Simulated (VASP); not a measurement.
A run of VASP 6.6.1:

The input INCAR:

```
SYSTEM = RbBr
ALGO = Normal
EDIFF = 1E-6
ENCUT = 520
GGA = PE
ISIF = 2
ISMEAR = 0
LASPH = .True.
LCHARG = .True.
LELF = .True.
LREAL = .False.
LVHAR = .True.
LWAVE = .False.
NBANDS = 15
NELM = 60
PREC = Accurate
SIGMA = 0.01
```

KPOINTS

```
k-points
0
Gamma
  4 4 4
  0 0 0
```

The input POSCAR:

```
RbBr
1.0
    0.0000000000      3.4608260907      3.4608260907
    3.4608260907      0.0000000000      3.4608260907
    3.4608260907      3.4608260907      0.0000000000
Rb Br
1 1
Direct
    0.0000000000      0.0000000000      0.0000000000
    0.5000000000      0.5000000000      0.5000000000
```

Potentials or basis: VASP PAW PBE potentials, release 64 (Rb_sv, Br).

Launch:

```console
$ cat potpaw_PBE.64/Rb_sv/POTCAR potpaw_PBE.64/Br/POTCAR > POTCAR
$ mpirun -np 1 vasp_std > vasp.out
```

Hardware: 1 thread of AMD EPYC 7R13 Processor (Zen 3), with other jobs on the host.

Question: How long does it take, and how much memory?

Answer: Wall time 26 s on 1 thread of AMD EPYC 7R13 Processor (Zen 3), on a shared host, peak memory 0.17 GiB. Counts: scf iterations 13, k points 8.
